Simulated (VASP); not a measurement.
Set up this calculation in VASP 6.6.1, as the native input.

- Task: single point
- Functional: PBE
- Potentials or basis: VASP PAW PBE potentials, release 64 (Na_pv, F)
- Cutoff: 520 eV
- k mesh: 10 × 10 × 10
- Occupations: gaussian, width 0.01 eV
- Spin: no spin polarisation
- Dipole correction: no
- Further INCAR settings: ALGO = Normal; EDIFF = 1e-06; NBANDS = 14

The structure of NaF (Villiaumite) lies in POSCAR:

```
NaF
1.0
    0.0000000000      2.2972417821      2.2972417821
    2.2972417821      0.0000000000      2.2972417821
    2.2972417821      2.2972417821      0.0000000000
Na F
1 1
Direct
    0.0000000000      0.0000000000      0.0000000000
    0.5000000000      0.5000000000      0.5000000000
```

One way to write it, as run:

INCAR

```
SYSTEM = NaF
PREC = Accurate
ENCUT = 520
EDIFF = 1E-6
ISMEAR = 0
SIGMA = 0.01
LREAL = .FALSE.
LASPH = .TRUE.
NELM = 100
ALGO = Normal
ISIF = 2
LWAVE = .FALSE.
LCHARG = .FALSE.
GGA = PE
NBANDS = 14
```

KPOINTS

```
regular mesh
0
G
  10 10 10
  0 0 0
```

Potentials or basis: VASP PAW PBE potentials, release 64 (Na_pv, F).

Run with:

```sh
$ cat potpaw_PBE.64/Na_pv/POTCAR potpaw_PBE.64/F/POTCAR > POTCAR
$ mpirun -np 1 vasp_std > vasp.out
```

Results of the run:

```yaml
Pressure: 3.5 GPa
Band_gap_on_the_k_mesh: 6.44 eV, direct
```

Wall time 31 s on 1 thread of AMD EPYC 7R13, with other jobs on the host, peak memory 0.11 GiB.
